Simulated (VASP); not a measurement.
Wanted: the native input for a VASP 6.6.1 run.

* Task: single point
* Functional: LDA
* Potentials or basis: VASP PAW LDA potentials, release 64 (Ti_sv, Al)
* Cutoff: 520 eV
* k mesh: 16 × 16 × 16
* Occupations: gaussian, width 0.15 eV
* Spin: no spin polarisation
* Dipole correction: no
* Further INCAR settings: ALGO = Fast; EDIFF = 1e-06; NBANDS = 14

The structure of TiAl lies in POSCAR:

```
TiAl
1.0
    3.1790640000      0.0834504300      0.0000000000
    0.0834504300      3.1790640000      0.0000000000
    0.0000000000      0.0000000000      3.1790640000
Ti Al
1 1
Direct
    0.0000000000      0.0000000000      0.0000000000
    0.5000000000      0.5000000000      0.5000000000
```

This cell differs from its parent crystal: strain +0.0525 x Voigt [0, 0, 0, 0, 0, 1].

The input as run:

INCAR

```
SYSTEM = TiAl
PREC = Accurate ; ENCUT = 520
EDIFF = 1E-6 ; ISMEAR = 0
SIGMA = 0.15 ; LREAL = .False.
LASPH = .True. ; NELM = 100
ALGO = Fast ; ISIF = 2
LWAVE = .False. ; LCHARG = .False.
NBANDS = 14
```

KPOINTS

```
Automatic mesh
0
Gamma
  16 16 16
  0 0 0
```

Potentials or basis: VASP PAW LDA potentials, release 64 (Ti_sv, Al).

Launch:

```sh
$ cat potpaw_LDA.64/Ti_sv/POTCAR potpaw_LDA.64/Al/POTCAR > POTCAR
$ mpirun -np 1 vasp_std > vasp.out
```

Results of the run:

```json
{"Pressure": "-5.4 GPa", "Band gap on the k mesh": "zero (an odd number of electrons rules out a gap without spin polarisation)"}
```

Caveat: the cell differs from its parent crystal (strain +0.0525 x Voigt [0, 0, 0, 0, 0, 1]); the cell stands under tension.

Wall time 3.7 min on 1 thread of AMD EPYC 9R45 96-Core Processor (Zen 5), with other jobs on the host, peak memory 0.35 GiB.
